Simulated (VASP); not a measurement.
# AlN (pbe) (P6_3mc) in VASP: further runs

Runs on AlN (pbe). Level: PBE. Tasks: single point.

Program: VASP 6.6.1. These are calculated values, not measurements. Logs are shortened: lines on timing, memory, paths and dates and some standing lists are left out, and cuts for length are marked.

**1. The cell of the first run**

It takes space group P6_3mc (No. 186, hexagonal). Conventional cell: a = 3.112 Å, b = 3.112 Å, c = 4.982 Å, α = 90.00°, β = 90.00°, γ = 120.00°. Within 2.5 Å of Al (site symmetry 3m) lie 4 N at 1.89 to 1.90 Å. Within 2.5 Å of N (site symmetry 3m) lie 4 Al at 1.89 to 1.90 Å.

**2. Single point, PBE**

Contents of INCAR:

```
  ALGO = Normal
  EDIFF = 1E-6
  ENCUT = 520
  GGA = PE
  ISIF = 2
  ISMEAR = 0
  LASPH = T
  LCHARG = F
  LREAL = F
  LWAVE = F
  NBANDS = 16
  NELM = 80
  PREC = Accurate
  SIGMA = 0.1
```

Contents of KPOINTS:

```
k-points
0
Gamma
  6 6 4
```

Contents of POSCAR:

```
AlN
1.0
    3.1120000000      0.0000000000      0.0000000000
   -1.5560000000      2.6950710566      0.0000000000
    0.0000000000      0.0000000000      4.9820000000
Al N
2 2
Direct
    0.3333333333      0.6666666667      0.0000000000
    0.6666666667      0.3333333333      0.5000000000
    0.3333333333      0.6666666667      0.3820000000
    0.6666666667      0.3333333333      0.8820000000
```

Potentials or basis: VASP PAW PBE potentials, release 64 (Al, N).

On the command line:

```bash
> cat potpaw_PBE.64/Al/POTCAR potpaw_PBE.64/N/POTCAR > POTCAR
> mpirun -np 1 vasp_std > vasp.out
```

OUTCAR:

```text
EDIFF = 1E-6
   ENCUT = 520
   GGA = PE
   ISIF = 2
   ISMEAR = 0
   LASPH = T
   LREAL = F
   NELM = 80
   PREC = Accurate

 ion  position               nearest neighbor table
   1  0.333  0.667  0.000-   4 1.89   4 1.89   4 1.89   3 1.90   2 3.07   2 3.07   2 3.07   2 3.07
                             2 3.07   2 3.07
   2  0.667  0.333  0.500-   3 1.89   3 1.89   3 1.89   4 1.90   1 3.07   1 3.07   1 3.07   1 3.07
                             1 3.07   1 3.07
   3  0.333  0.667  0.382-   2 1.89   2 1.89   2 1.89   1 1.90
   4  0.667  0.333  0.882-   1 1.89   1 1.89   1 1.89   2 1.90

  LATTYP: Found a hexagonal cell.
 ALAT       =     3.1120000000
 C/A-ratio  =     1.6008997429

  Lattice vectors:

 A1 = (   3.1120000000,   0.0000000000,   0.0000000000)
 A2 = (  -1.5560000000,   2.6950710566,   0.0000000000)
 A3 = (   0.0000000000,   0.0000000000,   4.9820000000)

Analysis of symmetry for initial positions (statically):
=====================================================================
 Subroutine PRICEL returns:
 Original cell was already a primitive cell.

 Routine SETGRP: Setting up the symmetry group for a
 hexagonal supercell.

 Subroutine GETGRP returns: Found 12 space group operations
 (whereof  6 operations were pure point group operations)
 out of a pool of 24 trial point group operations.

The static configuration has the point symmetry C_3v.
 The point group associated with its full space group is C_6v.

Analysis of symmetry for dynamics (positions and initial velocities):
=====================================================================
 Subroutine PRICEL returns:
 Original cell was already a primitive cell.

 Routine SETGRP: Setting up the symmetry group for a
 hexagonal supercell.

 Subroutine GETGRP returns: Found 12 space group operations
 (whereof  6 operations were pure point group operations)
 out of a pool of 24 trial point group operations.

The dynamic configuration has the point symmetry C_3v.
 The point group associated with its full space group is C_6v.

 Subroutine INISYM returns: Found 12 space group operations
 (whereof  6 operations are pure point group operations),
 and found     1 'primitive' translations

----------------------------------------------------------------------------------------

                                     Primitive cell
[... 91 lines left out ...]
   EDIFF  = 0.1E-05   stopping-criterion for ELM
   LREAL  =      F    real-space projection
   EDIFFG = 0.1E-04   stopping-criterion for IOM
   NSW    =      0    number of steps for IOM
   IBRION =     -1    ionic relax: 0-MD 1-quasi-New 2-CG
   NFREE  =      0    steps in history (QN), initial steepest desc. (CG)
   ISIF   =      2    stress and relaxation
   ISYM   =      2    0-nonsym 1-usesym 2-fastsym
   POTIM  = 0.5000    time-step for ionic-motion
   TEBEG  =    0.0;   TEEND  =   0.0 temperature during run
   PSTRESS=    0.0 pullay stress
   NELECT =      16.0000    total number of electrons
   NUPDOWN=      -1.0000    fix difference up-down
   EMIN   =  10.00;   EMAX   =-10.00  energy-range for DOS
   EFERMI =   0.00;   METHOD = LEGACY
   ISMEAR =     0;   SIGMA  =   0.10  broadening in eV -4-tet -1-fermi 0-gaus
   EFERMI_NEDOS =   21; number of points for ismear=-14 and -15
   IALGO  =     38    algorithm
   IMIX   =      4    mixing-type and parameters
     AMIX     =   0.40;   BMIX     =  1.00
     AMIX_MAG =   1.60;   BMIX_MAG =  1.00
  volume/ion in A,a.u.               =      10.45        70.49
  Fermi-wavevector in a.u.,A,eV,Ry     =   1.188804  2.246514 19.228506  1.413255
  Thomas-Fermi vector in A             =   2.324926
   LORBIT       =      0    0 simple, 1 ext, 2 COOP (PROOUT), +10 PAW based schemes
   GGA     = PE    functional components
   LHFCALC =     F    Hartree Fock is set to
   AEXX    =    0.0000 exact exchange contribution
   IVDW    =     0    specifies the selected vdW correction
   LEPSILON=     F    determine dielectric tensor
   LRPA    =     F    only Hartree local field effects (RPA)
 non-spin polarized calculation
 Gauss-broadening in eV      SIGMA  =   0.10
  energy-cutoff  :      520.00
  volume of cell :       41.78
 maximum number of plane-waves:      1152
 NGX is ok and might be reduce to    24

 number of electron      15.9999997 magnetization

 Free energy of the ion-electron system (eV)
  ---------------------------------------------------
  ext. energy  EPLUGINS =         0.00000000
  ---------------------------------------------------
  free energy    TOTEN  =       -29.77081039 eV

  energy without entropy =      -29.77081039  energy(sigma->0) =      -29.77081039

 E-fermi :   6.6109     XC(G=0): -10.9085

 val. band max:        6.1568878709   @ k =   0.0000   0.0000   0.0000
 cond. band min:      10.3554519950   @ k =   0.0000   0.0000   0.0000
 fundamental gap:      4.1985641240
 Fermi energy:         6.6109048968

 k-point     1 :       0.0000    0.0000    0.0000
  band No.  band energies     occupation
      1      -9.0353      2.00000
      2      -6.8891      2.00000
      3       0.1612      2.00000
      4       5.2828      2.00000
      5       5.2828      2.00000
      6       5.9337      2.00000
[... 376 lines left out ...]
      3       1.3139      2.00000
      4       1.3139      2.00000
      5       2.2895      2.00000
      6       2.2895      2.00000
[... 8 lines left out ...]
     15      19.9706      0.00000
     16      19.9706      0.00000

------------------------ aborting loop because EDIFF is reached ----------------------------------------

  FORCE on cell =-STRESS in cart. coord.  units (eV):
  Direction    XX          YY          ZZ          XY          YZ          ZX
  --------------------------------------------------------------------------------------
  -------------------------------------------------------------------------------------
  Total        0.9157765      0.9157765      0.9197819      0.0000000     -0.0000000      0.0000000
  in kB       35.1145062     35.1145062     35.2680886      0.0000000     -0.0000000      0.0000000
  external PRESSURE =      35.1657004 kB  Pullay stress =       0.0000000 kB

 VOLUME and BASIS-vectors are now :
 -----------------------------------------------------------------------------
  energy-cutoff  :      520.00
  volume of cell :       41.78
      direct lattice vectors                 reciprocal lattice vectors
     3.112000000  0.000000000  0.000000000     0.321336761  0.185523865  0.000000000
    -1.556000000  2.695071057  0.000000000     0.000000000  0.371047731  0.000000000
     0.000000000  0.000000000  4.982000000     0.000000000  0.000000000  0.200722601

 POSITION                                       TOTAL-FORCE (eV/Angst)
 -----------------------------------------------------------------------------------
     -0.00000      1.79671      0.00000         0.000000      0.000000      0.005264
      1.55600      0.89836      2.49100        -0.000000      0.000000      0.005264
     -0.00000      1.79671      1.90312         0.000000      0.000000     -0.005264
      1.55600      0.89836      4.39412        -0.000000     -0.000000     -0.005264
 -----------------------------------------------------------------------------------
    total drift:                               -0.000000      0.000000      0.000497

  FREE ENERGIE OF THE ION-ELECTRON SYSTEM (eV)
  ---------------------------------------------------
  free  energy   TOTEN  =       -29.7708103917 eV

  energy  without entropy=      -29.7708103917  energy(sigma->0) =      -29.77081039
```

OSZICAR:

```text
N       E                     dE             d eps       ncg     rms          rms(c)
DAV:   1     0.405088057681E+02    0.40509E+02   -0.73025E+03   672   0.894E+02
DAV:   2    -0.312881318061E+02   -0.71797E+02   -0.66131E+02   936   0.188E+02
DAV:   3    -0.344990793892E+02   -0.32109E+01   -0.32045E+01   864   0.408E+01
DAV:   4    -0.345183493762E+02   -0.19270E-01   -0.19269E-01   792   0.356E+00
DAV:   5    -0.345186017571E+02   -0.25238E-03   -0.25238E-03   896   0.411E-01    0.122E+01
DAV:   6    -0.297582856633E+02    0.47603E+01   -0.10674E+01   792   0.237E+01    0.416E+00
DAV:   7    -0.297825375245E+02   -0.24252E-01   -0.68372E-01   736   0.581E+00    0.295E+00
DAV:   8    -0.297752918532E+02    0.72457E-02   -0.60383E-02   744   0.226E+00    0.592E-01
DAV:   9    -0.297702630722E+02    0.50288E-02   -0.12297E-02   848   0.816E-01    0.247E-01
DAV:  10    -0.297708880342E+02   -0.62496E-03   -0.22501E-03   704   0.298E-01    0.132E-01
DAV:  11    -0.297708073761E+02    0.80658E-04   -0.17397E-04   792   0.101E-01    0.329E-02
DAV:  12    -0.297708105545E+02   -0.31784E-05   -0.11717E-05   752   0.273E-02    0.722E-03
DAV:  13    -0.297708103917E+02    0.16282E-06   -0.41342E-06   768   0.157E-02
   1 F= -.29770810E+02 E0= -.29770810E+02  d E =-.437408E-12
```

Wall time 14 s (1 thread of Intel Xeon 8259CL, shared host); peak memory 0.15 GiB.

Results:

```
Free energy            : -29.7708 eV
Pressure               : 3.5 GPa
Largest force          : 0.005 eV/Å
Band gap on the k mesh : 4.20 eV, direct
```

Forces in eV/Å, atoms in the order of the input:
```
Al   0.000  0.000  0.005
Al   0.000  0.000  0.005
N    0.000  0.000 -0.005
N    0.000  0.000 -0.005
```

Levels at points of the mesh, in eV from the valence-band top:
| k point | band 5 | band 6 | band 7 | band 8 | band 9 | band 10 | band 11 | band 12 |
| --- | --- | --- | --- | --- | --- | --- | --- | --- |
| (0.00, 0.00, 0.00) | -0.87 | -0.22 | -0.22 | 0.00 | 4.20 | 6.65 | 10.61 | 11.14 |
| (0.50, 0.00, 0.00) | -3.35 | -2.10 | -1.78 | -0.70 | 5.80 | 5.81 | 8.17 | 10.27 |
| (0.00, 0.00, 0.50) | -0.56 | -0.56 | -0.56 | -0.56 | 6.46 | 6.46 | 10.31 | 10.31 |
| (0.50, 0.00, 0.50) | -1.48 | -1.48 | -1.37 | -1.37 | 5.30 | 5.30 | 9.25 | 9.25 |

Expect the measured gap to be larger: semilocal functionals such as PBE lack the derivative discontinuity.

**3. Single point, PBE**

This run uses another cell than the first one, of 10.64 Å³/atom, 1.019 times its volume.

Contents of INCAR:

```
PREC = Accurate
ENCUT = 520
EDIFF = 1E-6
ISMEAR = 0
SIGMA = 0.02
LREAL = F
LASPH = T
NELM = 60
ALGO = Normal
ISIF = 2
LWAVE = F
LCHARG = F
GGA = PE
NBANDS = 16
```

Contents of KPOINTS:

```
Automatic mesh
0
Gamma
  9 9 6
```

Contents of POSCAR:

```
AlN
1.0
    3.1297670776      0.0000000000      0.0000000000
   -1.5648835388      2.7104577972      0.0000000000
    0.0000000000      0.0000000000      5.0173090473
Al N
2 2
Direct
    0.3333333333      0.6666666667      0.0002292401
    0.6666666667      0.3333333333      0.5002292401
    0.3333333333      0.6666666667      0.3817707599
    0.6666666667      0.3333333333      0.8817707599
```

Potentials or basis: VASP PAW PBE potentials, release 64 (Al, N).

On the command line:

```bash
> cat potpaw_PBE.64/Al/POTCAR potpaw_PBE.64/N/POTCAR > POTCAR
> mpirun -np 1 vasp_std > vasp.out
```

It took 30 s on 1 thread of Intel Xeon 8259CL, shared host; peak memory 0.17 GiB.

The run converged. Its results:

```yaml
Free_energy: -29.7805 eV
Pressure: -0.2 GPa
Band_gap_on_the_k_mesh: 4.05 eV, direct
```

Levels at points of the mesh, in eV from the valence-band top:
| k point | band 5 | band 6 | band 7 | band 8 | band 9 | band 10 | band 11 | band 12 |
| --- | --- | --- | --- | --- | --- | --- | --- | --- |
| (0.00, 0.00, 0.00) | -0.85 | -0.20 | -0.20 | 0.00 | 4.05 | 6.51 | 10.46 | 11.03 |
| (0.00, 0.00, 0.50) | -0.53 | -0.53 | -0.53 | -0.53 | 6.31 | 6.31 | 10.17 | 10.17 |

**4. Single point, PBE**

This run uses another cell than the first one, of 10.64 Å³/atom, 1.019 times its volume.

Contents of INCAR:

```
  PREC = Accurate
  ENCUT = 520
  EDIFF = 1E-6
  ISMEAR = 0
  SIGMA = 0.01
  LREAL = False
  LASPH = True
  NELM = 60
  ALGO = Normal
  ISIF = 2
  LWAVE = False
  LCHARG = False
  GGA = PE
  NBANDS = 16
```

Contents of KPOINTS:

```
regular mesh
0
Gamma
  9 9 6
```

POSCAR is that of step 3.

On the command line:

```bash
> cat potpaw_PBE.64/Al/POTCAR potpaw_PBE.64/N/POTCAR > POTCAR
> mpirun -np 1 vasp_std > vasp.out
```

Wall time 29 s (1 thread of Intel Xeon 8259CL, shared host); peak memory 0.17 GiB.

The run converged. Its results:

```yaml
Free_energy: -29.7805 eV
Pressure: -0.2 GPa
Band_gap_on_the_k_mesh: 4.05 eV, direct
```

Levels at points of the mesh, in eV from the valence-band top:
| k point | band 5 | band 6 | band 7 | band 8 | band 9 | band 10 | band 11 | band 12 |
| --- | --- | --- | --- | --- | --- | --- | --- | --- |
| (0.00, 0.00, 0.00) | -0.85 | -0.20 | -0.20 | 0.00 | 4.05 | 6.51 | 10.46 | 11.03 |
| (0.00, 0.00, 0.50) | -0.53 | -0.53 | -0.53 | -0.53 | 6.31 | 6.31 | 10.17 | 10.17 |

A k mesh can miss the band edges.

**5. Single point, PBE**

This run uses another cell than the first one, of 10.64 Å³/atom, 1.019 times its volume.

Contents of INCAR:

```
SYSTEM = AlN
  PREC = Accurate
  ENCUT = 520
  EDIFF = 1E-7
  ISMEAR = 0
  SIGMA = 0.01
  LREAL = .False.
  LASPH = .True.
  NELM = 80
  ALGO = Normal
  ISIF = 2
  LWAVE = .False.
  LCHARG = .False.
  GGA = PE
  NBANDS = 16
```

Contents of KPOINTS:

```
regular mesh
0
Gamma
  9 9 6
  0 0 0
```

Contents of POSCAR:

```
AlN
1.0
    3.1297670776      0.0000000000      0.0000000000
   -1.5648835388      2.7104577972      0.0000000000
    0.0000000000      0.0000000000      5.0173090473
Al N
2 2
Direct
    0.3333333333      0.6666666667     -0.0086551459
    0.6666666667      0.3333333333      0.4913448541
    0.3333333333      0.6666666667      0.3906551459
    0.6666666667      0.3333333333      0.8906551459
```

On the command line:

```bash
> cat potpaw_PBE.64/Al/POTCAR potpaw_PBE.64/N/POTCAR > POTCAR
> mpirun -np 1 vasp_std > vasp.out
```

Wall time 31 s (1 thread of Intel Xeon 8259CL, shared host); peak memory 0.17 GiB.

Results (log left out):

```yaml
Free_energy: -29.7000 eV
Pressure: 0.3 GPa
Largest_force: 0.824 eV/Å
Band_gap_on_the_k_mesh: 3.77 eV, direct
```

Forces on the atoms (eV/Å):
```
Al   0.000  0.000  0.824
Al   0.000  0.000  0.824
N    0.000  0.000 -0.824
N    0.000  0.000 -0.824
```

Stress tensor (GPa, compression positive):
```
 3.32  0.00  0.00
 0.00  3.32  0.00
 0.00  0.00 -5.76
```

Levels at points of the mesh, in eV from the valence-band top:
```
           k point  band 6  band 7  band 8  band 9  band 10  band 11
(0.00, 0.00, 0.00)   -0.60   -0.60    0.00    3.77     6.28    10.36
(0.00, 0.00, 0.50)   -0.93   -0.93   -0.93    6.14     6.14     9.89
```

**6. The runs side by side**

```tsv
cell	k mesh	smearing	gap on the mesh (eV)	pressure (GPa)	largest force (eV/Å)
a = 3.112, b = 3.112, c = 4.982 Å, angles 90.0, 90.0, 120.0°, 4 atoms	6 × 6 × 4	gaussian 0.1 eV	4.20	3.5	0.01
a = 3.130, b = 3.130, c = 5.017 Å, angles 90.0, 90.0, 120.0°, 4 atoms	9 × 9 × 6	gaussian 0.02 eV	4.05	-0.2	-
a = 3.130, b = 3.130, c = 5.017 Å, angles 90.0, 90.0, 120.0°, 4 atoms	9 × 9 × 6	gaussian 0.01 eV	3.77	0.3	0.82
```

Some of these runs hold the atoms at other places in the same cell, which the table doesn't show; runs alike in all that it shows share one row.

Alike in all rows: task single point; level PBE; potentials or basis VASP PAW PBE potentials, release 64 (Al, N); no spin polarisation; cutoff (eV) 520.

Absolute energies hang on the potentials; compare differences alone.
